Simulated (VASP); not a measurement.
A run of VASP 6.6.1 is set up as follows.

Contents of INCAR:

```
SYSTEM = SnSe2
ALGO = Normal
EDIFF = 1E-7
ENCUT = 520
GGA = PE
ISIF = 2
ISMEAR = 0
LASPH = .True.
LCHARG = .False.
LREAL = .False.
LWAVE = .False.
NBANDS = 20
NELM = 100
PREC = Accurate
SIGMA = 0.03
```

File KPOINTS:

```
k-points
0
Gamma
  15 15 9
  0 0 0
```

Contents of POSCAR:

```
SnSe2
1.0
    3.7559350189      0.0000000000      0.0000000000
   -1.8779675095      3.2527351413      0.0000000000
    0.0000000000      0.0000000000      5.4795581764
Sn Se
1 2
Direct
    0.0000000000      0.0000000000      0.0000000000
    0.3333333333      0.6666666667      0.2898670398
    0.6666666667      0.3333333333      0.7101329602
```

Potentials or basis: VASP PAW PBE potentials, release 64 (Sn_d, Se).

Launch:

```sh
$ cat potpaw_PBE.64/Sn_d/POTCAR potpaw_PBE.64/Se/POTCAR > POTCAR
$ mpirun -np 1 vasp_std > vasp.out
```

(1) What does it give for the largest force?

(2) Predict the band gap on the k mesh.

Results:

(1) 0.021 eV/Å.

(2) zero (band 13 reaches 6.54 eV, above the bottom of band 14 at 6.13 eV).

Caveat: spin-orbit coupling is left out, which moves the levels of the heavy elements.
